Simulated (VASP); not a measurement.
CuI, 2 atoms in the cell. The structure is cubic, space group F-43m (No. 216). The conventional cell has a = 6.063 Å, b = 6.063 Å, c = 6.063 Å, α = 90.00°, β = 90.00°, γ = 90.00°. Within 3.5 Å of Cu (site symmetry -43m) lie 4 I at 2.63 Å. I (site symmetry -43m) has 4 Cu at 2.63 Å within 3.5 Å. 

* Program: VASP 6.6.1
* Task: electric field gradients
* Functional: r2SCAN
* Potentials or basis: VASP PAW PBE potentials, release 64 (Cu, I)
* Cutoff: 520 eV
* k mesh: 9 × 9 × 9
* Occupations: fermi-dirac, width 0.03 eV
* Spin: no spin polarisation
* Dipole correction: no
* Further INCAR settings: ALGO = Normal; EDIFF = 1e-08; NBANDS = 16

Potentials or basis: VASP PAW PBE potentials, release 64 (Cu, I).

Command:

```console
$ cat potpaw_PBE.64/Cu/POTCAR potpaw_PBE.64/I/POTCAR > POTCAR
$ cp INCAR.step1 INCAR
$ mpirun -np 1 vasp_std > vasp.out
$ cp INCAR.step2 INCAR
$ mpirun -np 1 vasp_std > vasp.out
```

Hardware: 1 thread of AMD EPYC 7R13, on a shared host.

Question: Estimate the wall time of this run.

Answer: It took 5 min on 1 thread of AMD EPYC 7R13, with other jobs on the host, peak memory 0.18 GiB. Counts: k points 35.
